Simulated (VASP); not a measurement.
Runs of VASP 6.6.1 on ZnS. The structure is that of space group F-43m (No. 216), or close to it. The cells are those of the table. 

```tsv
task	level	cell	cutoff (eV)	gap on the mesh (eV)	pressure (GPa)	relaxed volume (Å³/atom)
single point	PBE+D3(BJ)	a = 3.800 Å, angles 60.0°, 2 atoms	520	2.72	0.2	-
relaxation of cell and atoms	PBE+D4	relaxed from a = 3.821 Å, angles 60.0°, 2 atoms	600	2.71	0.0	(a)
relaxation of cell and atoms	revPBE+D3(BJ)	relaxed from a = 3.821 Å, angles 60.0°, 2 atoms	600	2.88	-0.1	19.19
relaxation of cell and atoms	PBE+D3(BJ)	relaxed from a = 3.821 Å, angles 60.0°, 2 atoms	600	2.71	0.0	19.46
single point	PBE+D4	a = 3.801 Å, angles 60.0°, 2 atoms	520	2.72	0.2	-
```

Alike in all rows: potentials or basis VASP PAW PBE potentials, release 64 (Zn, S); no spin polarisation; k mesh 6 × 6 × 6, shifted; smearing gaussian 0.01 eV.

Estimate the missing entries.

(a) 19.48.

Caveats: a shifted mesh leaves out Γ, where band edges can lie; the PAW data sets were made with another functional, which shifts forces and pressure a little (at least some runs).

A k mesh can miss the band edges.
